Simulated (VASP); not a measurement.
Cd, 2 atoms in the cell. It takes space group I4_1/amd (No. 141, tetragonal). Conventional cell: a = 5.874 Å, b = 5.874 Å, c = 2.998 Å, α = 90.00°, β = 90.00°, γ = 90.00°. Cd (site symmetry -4m2) has 10 Cd at 3.00 to 3.70 Å within 3.9 Å. 

| Quantity | Value |
| --- | --- |
| Program | VASP 6.6.1 |
| Task | single point |
| Functional | PBE |
| Potentials or basis | VASP PAW PBE potentials, release 64 (Cd) |
| Cutoff | 520 eV |
| k mesh | 14 × 14 × 14 |
| Occupations | fermi-dirac, width 0.1 eV |
| Spin | no spin polarisation |
| Dipole correction | no |
| Further INCAR settings | ALGO = Normal; EDIFF = 1e-06; NBANDS = 19 |

Potentials or basis: VASP PAW PBE potentials, release 64 (Cd).

Launch:

```sh
$ cat potpaw_PBE.64/Cd/POTCAR > POTCAR
$ mpirun -np 1 vasp_std > vasp.out
```

Hardware: 1 thread of Oxide Virtual Turin-like Processor, on a shared host.

Question: Estimate the wall time of this run.

Answer: It took 5.5 min on 1 thread of Oxide Virtual Turin-like Processor, with other jobs on the host, peak memory 0.31 GiB. Counts: scf iterations 11, k points 244.
